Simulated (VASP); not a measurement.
Input of a VASP 6.6.1 run:

File INCAR:

```
SYSTEM = Co
  PREC = Accurate
  ENCUT = 520
  EDIFF = 1E-6
  ISMEAR = 0
  SIGMA = 0.15
  LREAL = .False.
  LASPH = .True.
  NELM = 150
  ALGO = Normal
  ISIF = 2
  LWAVE = .False.
  LCHARG = .False.
  ISPIN = 2
  MAGMOM = 1.79 1.79
  LORBIT = 11
  LMAXMIX = 4
  GGA = PS
  NBANDS = 20
```

The input KPOINTS:

```
regular mesh
0
Gamma
  21 21 12
  0 0 0
```

File POSCAR:

```
Co
1.0
    2.3327000000      0.0000000000      0.0000000000
   -1.1663500000      2.0201774594      0.0000000000
    0.0000000000      0.0000000000      3.9012000000
Co
2
Direct
    0.3333333333      0.6666666667      0.2500000000
    0.6666666667      0.3333333333      0.7500000000
```

Potentials or basis: VASP PAW PBE potentials, release 64 (Co).

Command:

```bash
$ cat potpaw_PBE.64/Co/POTCAR > POTCAR
$ mpirun -np 1 vasp_std > vasp.out
```

(1) Predict the net moment.

(2) What does it give for the pressure?

(3) Predict the site moments.

Results:

(1) 2.95 μB per cell.

(2) 38.2 GPa.

(3) Co +1.46 μB.

Caveat: the cell stands under pressure; the PAW data sets were made with another functional, which shifts forces and pressure a little.
